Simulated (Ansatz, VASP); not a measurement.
This is a calculation of Pb for VASP 6.6.1.

INCAR

```
SYSTEM = Pb
PREC = Accurate
ENCUT = 520
EDIFF = 1E-6
ISMEAR = -1
SIGMA = 0.05
LREAL = .False.
LASPH = .True.
NELM = 80
ALGO = Normal
ISIF = 2
LWAVE = .False.
LCHARG = .False.
GGA = B5
ALDAX = 1.0
AGGAX = 1.0
AGGAC = 1.0
ALDAC = 0.0
NBANDS = 13
```

File KPOINTS:

```
regular mesh
0
Gamma
  9 9 9
  0 0 0
```

POSCAR

```
Pb
1.0
    0.0000000000      2.5075897876      2.5075897876
    2.5075897876      0.0000000000      2.5075897876
    2.5075897876      2.5075897876      0.0000000000
Pb
1
Direct
    0.0000000000      0.0000000000      0.0000000000
```

Potentials or basis: VASP PAW PBE potentials, release 64 (Pb_d).

Run with:

```console
$ cat potpaw_PBE.64/Pb_d/POTCAR > POTCAR
$ mpirun -np 1 vasp_std > vasp.out
```

Set up the same calculation for Ansatz 0.2.0. Potentials there: Ansatz PAW.

As run (the cutoff follows the program's own potentials):

File input.yaml:

```yaml
crystal:
  lattice:
    - [0.0, 2.5075897876, 2.5075897876]
    - [2.5075897876, 0.0, 2.5075897876]
    - [2.5075897876, 2.5075897876, 0.0]
  atoms:
    - { symbol: Pb, position: [0.0, 0.0, 0.0] }
hamiltonian:
  xc: blyp
  pseudopotentials: { kind: paw }
kpoints:
  mp_grid: { grid: [9, 9, 9] }
scf:
  occupations: { method: fermi_dirac, width: 0.05 }
output:
  forces: true
  stress: true
  eigenvalues: true
```

Potentials or basis: Ansatz PAW.

The run is started by

```console
$ ansatz run input.yaml --threads 2 --pin off --max-ram 5120MiB --backend cpu --events-out ev --progress --plain --runs-dir out
```

Both were run:

|  | VASP | Ansatz | Ansatz less VASP |
| --- | --- | --- | --- |
| gap on the k mesh at the Fermi level (eV) | none | none | - |
| pressure (GPa) | 3.9 | 3.8 | -0.10 |

VASP's potentials were made for PBE, not for BLYP. A gap of «none» marks a metal or a gap that the smearing closes.

Spin-orbit coupling is off throughout.
